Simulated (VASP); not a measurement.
A run of VASP 6.6.1 is set up as follows.

The input INCAR:

```
ALGO = Fast
EDIFF = 1E-6
ENCUT = 520
GGA = PE
ISIF = 2
ISMEAR = 0
LASPH = True
LCHARG = False
LREAL = False
LWAVE = False
NBANDS = 46
NELM = 60
PREC = Accurate
SIGMA = 0.1
```

KPOINTS

```
k-points
0
Gamma
  4 4 4
```

Contents of POSCAR:

```
SiSn5
1.0
    0.0000000000      4.3312169300      4.3312169300
    4.3312169300      0.0000000000      4.3312169300
    4.3312169300      4.3312169300      0.0000000000
Si Sn
1 5
Direct
    0.0000000000      0.0000000000      0.0000000000
    0.2500000000      0.2500000000      0.2500000000
    0.1261565700      0.6246144800      0.6246144800
    0.6246144800      0.6246144800      0.6246144800
    0.6246144800      0.6246144800      0.1261565700
    0.6246144800      0.1261565700      0.6246144800
```

Potentials or basis: VASP PAW PBE potentials, release 64 (Si, Sn_d).

The run is started by

```bash
$ cat potpaw_PBE.64/Si/POTCAR potpaw_PBE.64/Sn_d/POTCAR > POTCAR
$ mpirun -np 1 vasp_std > vasp.out
```

Predict the pressure.

1.7 GPa.

Predict the band gap on the k mesh.

zero (bands 37 and 38 overlap by 1.50 eV).

Estimate the largest force.

0.178 eV/Å.

Forces in eV/Å, atoms in the order of the input:
```
Si   0.000  0.000  0.000
Sn   0.000  0.000  0.000
Sn   0.103 -0.103 -0.103
Sn   0.103  0.103  0.103
Sn  -0.103 -0.103  0.103
Sn  -0.103  0.103 -0.103
```

Caveat: spin-orbit coupling is left out, which moves the levels of the heavy elements.
